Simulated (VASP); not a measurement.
## Sc: single point with PBE

The system is Sc.

```
Sc
1.0
     4.39137   -2.53453    0.00240
     4.39137    2.53453    0.00240
    -0.00172    0.00000    3.19996
Sc
3
Direct
  0.33334 0.33334 0.00000
  0.00000 0.00000 0.50000
  0.66666 0.66666 0.00000
```

This isn't the form of Sc at room conditions, which is hcp.

```yaml
Program: VASP 6.6.1
Task: single point
Functional: PBE
Potentials_or_basis: VASP PAW PBE potentials, release 64 (Sc_sv)
Cutoff: 520 eV
k_mesh: 10 × 10 × 14
Occupations: gaussian, width 0.1 eV
Spin: no spin polarisation
Dipole_correction: no
Further_INCAR_settings: ALGO = Fast; EDIFF = 1e-06; NBANDS = 24
```

```
Pressure               : 1.8 GPa
Band gap on the k mesh : zero (an odd number of electrons rules out a gap without spin polarisation)
```

Levels at points of the mesh, in eV from the Fermi level:
```csv
k point,band 14,band 15,band 16,band 17,band 18,band 19
"(0.00, 0.00, 0.00)",-0.79,-0.01,-0.01,0.01,0.01,0.76
"(0.50, 0.00, 0.00)",-3.00,-1.60,0.48,0.63,0.68,0.84
"(0.00, 0.50, 0.00)",-3.00,-1.60,0.48,0.63,0.68,0.84
"(0.50, 0.50, 0.00)",-3.00,-1.60,0.48,0.63,0.68,0.85
"(0.00, 0.00, 0.50)",-1.44,-0.88,-0.88,-0.54,-0.54,1.72
"(0.50, 0.00, 0.50)",-1.26,-0.67,-0.27,-0.10,-0.07,0.92
"(0.00, 0.50, 0.50)",-1.26,-0.67,-0.27,-0.10,-0.07,0.92
"(0.50, 0.50, 0.50)",-1.27,-0.67,-0.27,-0.10,-0.07,0.92
```

Wall time 7.9 min on 1 thread of AMD EPYC 9R45 96-Core Processor (Zen 5), with other jobs on the host, peak memory 0.57 GiB.
